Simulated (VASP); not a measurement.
A run of VASP 6.6.1:

The input INCAR:

```
PREC     = Accurate       # precision mode
ENCUT    = 520            # plane-wave cutoff, eV
EDIFF    = 1E-8           # SCF threshold, eV
ISMEAR   = -1             # smearing method
SIGMA    = 0.05           # smearing width, eV
LREAL    = False          # projectors in reciprocal space
LASPH    = True           # aspherical terms in the spheres
NELM     = 80             # most SCF steps
ALGO     = Normal         # electronic algorithm
ISIF     = 2              # what is computed and relaxed
LWAVE    = False          # write WAVECAR
LCHARG   = False          # write CHGCAR
GGA      = PS             # functional
LEFG     = True         
NBANDS   = 18             # bands
```

KPOINTS

```
regular mesh
0
Gamma
  15 15 15
```

The input POSCAR:

```
Re
1.0
    1.4021347560      0.8095228788      6.7867577774
   -1.4021347560      0.8095228788      6.7867577774
    0.0000000000     -1.6190457577      6.7867577774
Re
3
Direct
    0.0000000000      0.0000000000      0.0000000000
    0.2221738800      0.2221738800      0.2221738800
    0.7778261200      0.7778261200      0.7778261200
```

Potentials or basis: VASP PAW PBE potentials, release 64 (Re).

Launch:

```console
$ cat potpaw_PBE.64/Re/POTCAR > POTCAR
$ mpirun -np 1 vasp_std > vasp.out
```

Hardware: 1 thread of Intel(R) Xeon(R) Platinum 8259CL CPU @ 2.50GHz (Skylake/Cascade Lake), on a shared host.

Task: Estimate the wall time of this run.

Result: Wall time 33 min on 1 thread of Intel(R) Xeon(R) Platinum 8259CL CPU @ 2.50GHz (Skylake/Cascade Lake), with other jobs on the host, peak memory 0.55 GiB. Counts: scf iterations 17, k points 344.
